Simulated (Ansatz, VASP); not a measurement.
Two plane-wave programs on GdN

The input INCAR:

```
  PREC = Accurate
  ENCUT = 520
  EDIFF = 1E-6
  ISMEAR = 0
  SIGMA = 0.05
  LREAL = F
  LASPH = T
  NELM = 150
  ALGO = Normal
  ISIF = 2
  LWAVE = F
  LCHARG = F
  ISPIN = 2
  MAGMOM = 7.45 0
  LORBIT = 11
  LMAXMIX = 6
  GGA = PS
  NBANDS = 22
```

Contents of KPOINTS:

```
regular mesh
0
Gamma
  10 10 10
```

The input POSCAR:

```
GdN
1.0
    0.0000000000      2.6540302321      2.6540302321
    2.6540302321      0.0000000000      2.6540302321
    2.6540302321      2.6540302321      0.0000000000
Gd N
1 1
Direct
    0.0000000000      0.0000000000      0.0000000000
    0.2500000000      0.2500000000      0.2500000000
```

Input for Ansatz:

```yaml
crystal:
  lattice:
    - [0.0, 2.6540302321, 2.6540302321]
    - [2.6540302321, 0.0, 2.6540302321]
    - [2.6540302321, 2.6540302321, 0.0]
  atoms:
    - { symbol: Gd, position: [0.0, 0.0, 0.0], spin: 7.45 }
    - { symbol: "N", position: [0.25, 0.25, 0.25] }
basis:
  ecutwfc: 420
  ecutrho_ratio: 4
kpoints:
  mp_grid: { grid: [10, 10, 10] }
hamiltonian:
  xc: pbesol
scf:
  occupations: { method: gaussian, width: 0.05 }
output:
  forces: true
  stress: true
  eigenvalues: true
  populations: true
magnetization:
  spin_polarized: true
```

Alike in both runs: task single point; functional PBEsol; k mesh 10 × 10 × 10; occupations gaussian, width 0.05 eV; collinear spin.

|  | VASP | Ansatz |
| --- | --- | --- |
| version | VASP 6.6.1 | Ansatz 0.2.0 |
| potentials or method | VASP PAW PBE potentials, release 64 (Gd, N), cutoff 520 eV | scalar-relativistic, plane waves, PAW |
| valence electrons in the cell | 23 | 23 |

```csv
,VASP,Ansatz,Ansatz less VASP
gap on the k mesh at the Fermi level (eV),1.11,1.10,-0.008
least direct gap on the mesh (eV),1.79,1.79,-0.002
pressure (GPa),-1.9,-2.2,-0.26
net moment per atom (μB),3.50,3.50,0.000
size of the moment on the site where the two differ most (μB),6.79,6.78,-0.008
```

VASP's potentials were made for PBE, not for PBEsol. Site moments also hang on the region over which each program counts them.

Spin-orbit coupling is off throughout.
